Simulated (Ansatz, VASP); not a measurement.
**Mo in VASP and in Ansatz**

```
Mo
1.0
     2.73551    0.00000    0.00000
    -1.36776    2.36902    0.00000
     0.00000    0.00000    2.55518
Mo
1
Cartesian
  0.0000 0.0000 1.2776
```

Alike in both runs: task single point; functional LDA; k mesh 4 × 4 × 4; occupations fermi-dirac, width 0.15 eV; no spin polarisation.

|  | VASP | Ansatz |
| --- | --- | --- |
| version | VASP 6.6.1 | Ansatz 0.2.0 |
| potentials or method | VASP PAW LDA potentials, release 64 (Mo_sv), cutoff 500 eV | plane waves, PAW |
| valence electrons in the cell | 14 | 14 |

```csv
,VASP,Ansatz,Ansatz less VASP
pressure (GPa),-1.2,-2.1,-0.86
"traceless stress, the component that is largest in VASP (GPa)",0.30,0.49,+0.192
```

LDA's correlation is that of Perdew and Zunger in VASP and of Perdew and Wang (1992) in Ansatz.

The k mesh is coarse, so the values compare programs but aren't converged.
